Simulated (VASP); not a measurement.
# TaC (Fm-3m) in VASP: a series of runs

TaC is run at these levels: PBEsol; tasks: single point.

Everything below comes from runs of VASP 6.6.1. Logs are shortened: lines on timing, memory, paths and dates and some standing lists are left out, and cuts for length are marked.

## Step 1: The cell of the first run

It takes space group Fm-3m (No. 225, cubic). Conventional cell: a = 4.446 Å, b = 4.446 Å, c = 4.446 Å, α = 90.00°, β = 90.00°, γ = 90.00°. Within 2.9 Å of Ta (site symmetry m-3m) lie 6 C at 2.22 Å. Within 2.9 Å of C (site symmetry m-3m) lie 6 Ta at 2.22 Å.

## Step 2: Single point, PBEsol

The input, INCAR:

```
SYSTEM = TaC
ALGO = Normal
EDIFF = 1E-6
ENCUT = 600
GGA = PS
GGA_COMPAT = .FALSE.
ISIF = 2
ISMEAR = 1
LASPH = .TRUE.
LCHARG = .FALSE.
LREAL = .FALSE.
LWAVE = .FALSE.
NBANDS = 14
NELM = 120
PREC = Accurate
SIGMA = 0.05
```

The input, KPOINTS:

```
k-points
0
G
  7 7 7
  0 0 0
```

The input, POSCAR:

```
TaC
1.0
    0.0000000000      2.2230000000      2.2230000000
    2.2230000000      0.0000000000      2.2230000000
    2.2230000000      2.2230000000      0.0000000000
Ta C
1 1
Direct
    0.0000000000      0.0000000000      0.0000000000
    0.5000000000      0.5000000000      0.5000000000
```

Potentials or basis: VASP PAW PBE potentials, release 64 (Ta_pv, C).

On the command line:

```sh
$ cat potpaw_PBE.64/Ta_pv/POTCAR potpaw_PBE.64/C/POTCAR > POTCAR
$ mpirun -np 1 vasp_std > vasp.out
```

OUTCAR:

```text
SYSTEM = TaC
   EDIFF = 1E-6
   ENCUT = 600
   GGA = PS
   ISIF = 2
   ISMEAR = 1
   LASPH = .TRUE.
   LREAL = .FALSE.
   NELM = 120
   PREC = Accurate

 ion  position               nearest neighbor table
   1  0.000  0.000  0.000-   2 2.22   2 2.22   2 2.22   2 2.22   2 2.22   2 2.22
   2  0.500  0.500  0.500-   1 2.22   1 2.22   1 2.22   1 2.22   1 2.22   1 2.22

  LATTYP: Found a face centered cubic cell.
 ALAT       =     4.4460000000

  Lattice vectors:

 A1 = (   0.0000000000,   2.2230000000,   2.2230000000)
 A2 = (   2.2230000000,   0.0000000000,   2.2230000000)
 A3 = (   2.2230000000,   2.2230000000,   0.0000000000)

Analysis of symmetry for initial positions (statically):
=====================================================================
 Subroutine PRICEL returns:
 Original cell was already a primitive cell.

 Routine SETGRP: Setting up the symmetry group for a
 face centered cubic supercell.

 Subroutine GETGRP returns: Found 48 space group operations
 (whereof 48 operations were pure point group operations)
 out of a pool of 48 trial point group operations.

The static configuration has the point symmetry O_h .

Analysis of symmetry for dynamics (positions and initial velocities):
=====================================================================
 Subroutine PRICEL returns:
 Original cell was already a primitive cell.

 Routine SETGRP: Setting up the symmetry group for a
 face centered cubic supercell.

 Subroutine GETGRP returns: Found 48 space group operations
 (whereof 48 operations were pure point group operations)
 out of a pool of 48 trial point group operations.

The dynamic configuration has the point symmetry O_h .

 Subroutine INISYM returns: Found 48 space group operations
 (whereof 48 operations are pure point group operations),
 and found     1 'primitive' translations

----------------------------------------------------------------------------------------

                                     Primitive cell

  volume of cell :      21.9709

  direct lattice vectors                    reciprocal lattice vectors
     0.000000000  2.223000000  2.223000000    -0.224921278  0.224921278  0.224921278
     2.223000000  0.000000000  2.223000000     0.224921278 -0.224921278  0.224921278
     2.223000000  2.223000000  0.000000000     0.224921278  0.224921278 -0.224921278

  length of vectors
     3.143796749  3.143796749  3.143796749     0.389575080  0.389575080  0.389575080

  position of ions in fractional coordinates (direct lattice)
     0.000000000  0.000000000  0.000000000
     0.500000000  0.500000000  0.500000000

  ion indices of the primitive-cell ions
   primitive index   ion index
                 1           1
                 2           2

----------------------------------------------------------------------------------------

 KPOINTS: k-points

Automatic generation of k-mesh.
 Grid dimensions read from file:
 generate k-points for:    7    7    7

 Generating k-lattice:

  Cartesian coordinates                     Fractional coordinates (reciprocal lattice)
    -0.032131611  0.032131611  0.032131611     0.142857143  0.000000000  0.000000000
     0.032131611 -0.032131611  0.032131611     0.000000000  0.142857143  0.000000000
     0.032131611  0.032131611 -0.032131611     0.000000000  0.000000000  0.142857143

  Length of vectors
     0.055653583  0.055653583  0.055653583

  Shift w.r.t. Gamma in fractional coordinates (k-lattice)
     0.000000000  0.000000000  0.000000000

 Subroutine IBZKPT returns following result:
 ===========================================

 Found     20 irreducible k-points:

 Following reciprocal coordinates:
            Coordinates               Weight
  0.000000  0.000000  0.000000      1.000000
  0.142857  0.000000  0.000000      8.000000
  0.285714  0.000000  0.000000      8.000000
  0.428571  0.000000  0.000000      8.000000
  0.142857  0.142857  0.000000      6.000000
  0.285714  0.142857  0.000000     24.000000
[... 12 lines left out ...]
 -0.428571  0.428571  0.142857     24.000000
 -0.285714  0.428571  0.142857     24.000000
   k-points           NKPTS =     20   k-points in BZ     NKDIM =     20   number of bands    NBANDS=     14
   number of dos      NEDOS =    301   number of ions     NIONS =      2
   total plane-waves  NPLWV =  21952
   dimension x,y,z NGX =    28 NGY =   28 NGZ =   28
   dimension x,y,z NGXF=    56 NGYF=   56 NGZF=   56
   ions per type =               1   1
   NGX,Y,Z   is equivalent  to a cutoff of  14.81, 14.81, 14.81 a.u.
   NGXF,Y,Z  is equivalent  to a cutoff of  29.61, 29.61, 29.61 a.u.
 SYSTEM =  TaC
   PREC   = accura    normal or accurate (medium, high low for compatibility)
   ISTART =      0    job   : 0-new  1-cont  2-samecut
   ICHARG =      2    charge: 1-file 2-atom 10-const
   ISPIN  =      1    spin polarized calculation?
   LNONCOLLINEAR =      F non collinear calculations
   LSORBIT =      F    spin-orbit coupling
   LASPH  =      T    aspherical Exc in radial PAW
   ENCUT  =  600.0 eV  44.10 Ry    6.64 a.u.   6.28  6.28  6.28*2*pi/ulx,y,z
   NELM   =    120;   NELMIN=  2; NELMDL= -5     # of ELM steps
   EDIFF  = 0.1E-05   stopping-criterion for ELM
   LREAL  =      F    real-space projection
   EDIFFG = 0.1E-04   stopping-criterion for IOM
   NSW    =      0    number of steps for IOM
   IBRION =     -1    ionic relax: 0-MD 1-quasi-New 2-CG
   NFREE  =      0    steps in history (QN), initial steepest desc. (CG)
   ISIF   =      2    stress and relaxation
   ISYM   =      2    0-nonsym 1-usesym 2-fastsym
   POTIM  = 0.5000    time-step for ionic-motion
   TEBEG  =    0.0;   TEEND  =   0.0 temperature during run
   PSTRESS=    0.0 pullay stress
   NELECT =      15.0000    total number of electrons
   NUPDOWN=      -1.0000    fix difference up-down
   EMIN   =  10.00;   EMAX   =-10.00  energy-range for DOS
   EFERMI =   0.00;   METHOD = LEGACY
   ISMEAR =     1;   SIGMA  =   0.05  broadening in eV -4-tet -1-fermi 0-gaus
   EFERMI_NEDOS =   21; number of points for ismear=-14 and -15
   IALGO  =     38    algorithm
   IMIX   =      4    mixing-type and parameters
     AMIX     =   0.40;   BMIX     =  1.00
     AMIX_MAG =   1.60;   BMIX_MAG =  1.00
  volume/ion in A,a.u.               =      10.99        74.13
  Fermi-wavevector in a.u.,A,eV,Ry     =   1.441526  2.724089 28.272865  2.077997
  Thomas-Fermi vector in A             =   2.560148
   LORBIT       =      0    0 simple, 1 ext, 2 COOP (PROOUT), +10 PAW based schemes
   GGA     = PS    functional components
   LHFCALC =     F    Hartree Fock is set to
   AEXX    =    0.0000 exact exchange contribution
   IVDW    =     0    specifies the selected vdW correction
   LEPSILON=     F    determine dielectric tensor
   LRPA    =     F    only Hartree local field effects (RPA)
 non-spin polarized calculation
 Methfessel and Paxton  Order N= 1 SIGMA  =   0.05
  energy-cutoff  :      600.00
  volume of cell :       21.97
 maximum number of plane-waves:       748
 NGX is ok and might be reduce to    28
   NGX = 13   NGY = 13   NGZ = 13

 number of electron      14.9999999 magnetization

 Free energy of the ion-electron system (eV)
  ---------------------------------------------------
  ext. energy  EPLUGINS =         0.00000000
  ---------------------------------------------------
  free energy    TOTEN  =       -23.52570895 eV

  energy without entropy =      -23.52476708  energy(sigma->0) =      -23.52539500

 E-fermi :   8.2401     XC(G=0): -13.3578

 val. band max:        8.2338888644   @ k =  -0.4286   0.2857   0.0000
 cond. band min:       8.5333820993   @ k =   0.4286   0.1429   0.0000
 fundamental gap:      0.2994932348
 Fermi energy:         8.2400960211

 k-point     1 :       0.0000    0.0000    0.0000
  band No.  band energies     occupation
      1     -26.6795      2.00000
      2     -26.6795      2.00000
      3     -26.6795      2.00000
      4      -6.5229      2.00000
      5       6.9300      2.00000
      6       6.9300      2.00000
      7       6.9300      2.00000
      8       7.8708      2.00000
      9       7.8708      2.00000
     10       7.8708      2.00000
     11       8.9459     -0.00000
     12       8.9459     -0.00000
     13      14.9894      0.00000
     14      18.3183      0.00000

 k-point     2 :       0.1429    0.0000    0.0000
  band No.  band energies     occupation
      1     -26.8260      2.00000
      2     -26.6943      2.00000
      3     -26.6943      2.00000
      4      -5.9511      2.00000
      5       5.0014      2.00000
      6       5.5715      2.00000
      7       5.5715      2.00000
      8       7.7216      2.00000
      9       7.7216      2.00000
     10       8.7283     -0.00000
     11      11.5942      0.00000
     12      11.5942      0.00000
     13      15.9673      0.00000
     14      19.6838      0.00000

 k-point     3 :       0.2857    0.0000    0.0000
  band No.  band energies     occupation
      1     -27.1414      2.00000
      2     -26.7272      2.00000
      3     -26.7272      2.00000
      4      -4.4528      2.00000
      5       2.4229      2.00000
      6       3.8216      2.00000
      7       3.8216      2.00000
      8       9.1370     -0.00000
      9       9.1370     -0.00000
     10       9.6206      0.00000
     11      15.0003      0.00000
     12      15.0003      0.00000
     13      16.9593      0.00000
     14      21.2523      0.00000
[... 256 lines left out ...]
 k-point    19 :      -0.4286    0.4286    0.1429
  band No.  band energies     occupation
      1     -27.2552      2.00000
      2     -26.9997      2.00000
      3     -26.9192      2.00000
      4      -3.8040      2.00000
      5       2.8603      2.00000
      6       3.4125      2.00000
      7       4.3307      2.00000
      8       7.9090      2.00000
      9      11.6372      0.00000
     10      12.4691      0.00000
     11      12.6626      0.00000
     12      15.7713      0.00000
     13      18.3017      0.00000
     14      20.5306      0.00000

 k-point    20 :      -0.2857    0.4286    0.1429
  band No.  band energies     occupation
      1     -27.1661      2.00000
      2     -27.1326      2.00000
      3     -26.9043      2.00000
      4      -3.3994      2.00000
      5       2.3211      2.00000
      6       3.3205      2.00000
      7       3.7522      2.00000
      8       9.0863     -0.00000
      9      10.5301      0.00000
     10      12.4171      0.00000
     11      13.9178      0.00000
     12      15.0153      0.00000
     13      20.4741      0.00000
     14      21.1383      0.00000

------------------------ aborting loop because EDIFF is reached ----------------------------------------

  FORCE on cell =-STRESS in cart. coord.  units (eV):
  Direction    XX          YY          ZZ          XY          YZ          ZX
  --------------------------------------------------------------------------------------
  -------------------------------------------------------------------------------------
  Total       -0.1041912     -0.1041912     -0.1041912      0.0000000      0.0000000      0.0000000
  in kB       -7.5978938     -7.5978938     -7.5978938      0.0000000      0.0000000      0.0000000
  external PRESSURE =      -7.5978938 kB  Pullay stress =       0.0000000 kB

 VOLUME and BASIS-vectors are now :
 -----------------------------------------------------------------------------
  energy-cutoff  :      600.00
  volume of cell :       21.97
      direct lattice vectors                 reciprocal lattice vectors
     0.000000000  2.223000000  2.223000000    -0.224921278  0.224921278  0.224921278
     2.223000000  0.000000000  2.223000000     0.224921278 -0.224921278  0.224921278
     2.223000000  2.223000000  0.000000000     0.224921278  0.224921278 -0.224921278

 POSITION                                       TOTAL-FORCE (eV/Angst)
 -----------------------------------------------------------------------------------
      0.00000      0.00000      0.00000         0.000000      0.000000      0.000000
      2.22300      2.22300      2.22300         0.000000      0.000000     -0.000000
 -----------------------------------------------------------------------------------
    total drift:                                0.000000      0.000000      0.000000

  FREE ENERGIE OF THE ION-ELECTRON SYSTEM (eV)
  ---------------------------------------------------
  free  energy   TOTEN  =       -23.5257089530 eV

  energy  without entropy=      -23.5247670805  energy(sigma->0) =      -23.52539500
```

It took 23 s on 1 thread of Intel Xeon 8259CL, shared host; peak memory 0.16 GiB.

Results:

```yaml
Free_energy: -23.5257 eV
Pressure: -0.8 GPa
```

Levels at points of the mesh, in eV from the Fermi level:
```tsv
k point	band 4	band 5	band 6	band 7	band 8	band 9	band 10	band 11	band 12	band 13
(0.00, 0.00, 0.00)	-14.76	-1.31	-1.31	-1.31	-0.37	-0.37	-0.37	0.71	0.71	6.75
```

Caveat: the PAW data sets were made with another functional, which shifts forces and pressure a little; spin-orbit coupling is left out, which moves the levels of the heavy elements.

## Step 3: Single point, PBEsol

The input, INCAR:

```
PREC = Accurate
ENCUT = 600
EDIFF = 1E-6
ISMEAR = 1
SIGMA = 0.05
LREAL = F
LASPH = T
NELM = 120
ALGO = Normal
ISIF = 2
LWAVE = F
LCHARG = T
GGA = PS
LELF = T
LVHAR = T
NBANDS = 14
GGA_COMPAT = F
```

The input, KPOINTS:

```
regular mesh
0
Gamma
  7 7 7
```

POSCAR is that of step 2.

Potentials or basis: VASP PAW PBE potentials, release 64 (Ta_pv, C).

On the command line:

```sh
$ cat potpaw_PBE.64/Ta_pv/POTCAR potpaw_PBE.64/C/POTCAR > POTCAR
$ mpirun -np 1 vasp_std > vasp.out
```

It took 21 s on 1 thread of Intel Xeon 8259CL, shared host; peak memory 0.16 GiB.

The run converged. Its results:

```yaml
Free_energy: -23.5257 eV
Pressure: -0.8 GPa
```

Levels at points of the mesh, in eV from the Fermi level:
| k point | band 4 | band 5 | band 6 | band 7 | band 8 | band 9 | band 10 | band 11 | band 12 | band 13 |
| --- | --- | --- | --- | --- | --- | --- | --- | --- | --- | --- |
| (0.00, 0.00, 0.00) | -14.76 | -1.31 | -1.31 | -1.31 | -0.37 | -0.37 | -0.37 | 0.71 | 0.71 | 6.75 |

Caveat: the PAW data sets were made with another functional, which shifts forces and pressure a little; spin-orbit coupling is left out, which moves the levels of the heavy elements.
